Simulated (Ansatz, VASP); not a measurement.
# TiSi16: VASP beside Ansatz

```
Si Ti
1.0
     0.00000    5.43000    5.43000
     5.43000    0.00000    5.43000
     5.43000    5.43000    0.00000
Si Ti
16 1
Direct
  0.00086 0.99547 0.00210
  0.12151 0.12786 0.12261
  0.98843 0.00365 0.50418
  0.12166 0.12782 0.62851
  0.00086 0.50142 0.00208
  0.12424 0.62498 0.12564
  0.00088 0.50142 0.49615
  0.12166 0.62190 0.62848
  0.50306 0.00365 0.98948
  0.62724 0.12790 0.12280
  0.50323 0.00372 0.50440
  0.62472 0.12472 0.62575
  0.49474 0.50147 0.00217
  0.62724 0.62192 0.12278
  0.50325 0.48854 0.50436
  0.62724 0.62203 0.62859
  0.37456 0.87483 0.37565
```

Alike in both runs: functional LDA; k mesh 2 × 2 × 2; occupations gaussian, width 0.05 eV; no spin polarisation.

Ansatz relaxed the structure, and its values are those at the end. VASP's run is a single point on that final structure, the one shown.

```csv
,VASP,Ansatz
version,VASP 6.6.1,Ansatz 0.2.0
potentials or method,"VASP PAW LDA potentials, release 64 (Si, Ti_sv), cutoff 520 eV","scalar-relativistic, plane waves, PAW"
valence electrons in the cell,76,76
```

Ansatz gave:

| Quantity | Value |
| --- | --- |
| rms of the force components (eV/Å) | 0.001 |

**Question.** Estimate VASP's values.

**Answer.** rms of the force components (eV/Å): 0.003.

Ansatz warns that its potentials were made for another functional, while VASP's fit it. LDA's correlation is that of Perdew and Zunger in VASP and of Perdew and Wang (1992) in Ansatz.

The k mesh is coarse, so the values compare programs but aren't converged.
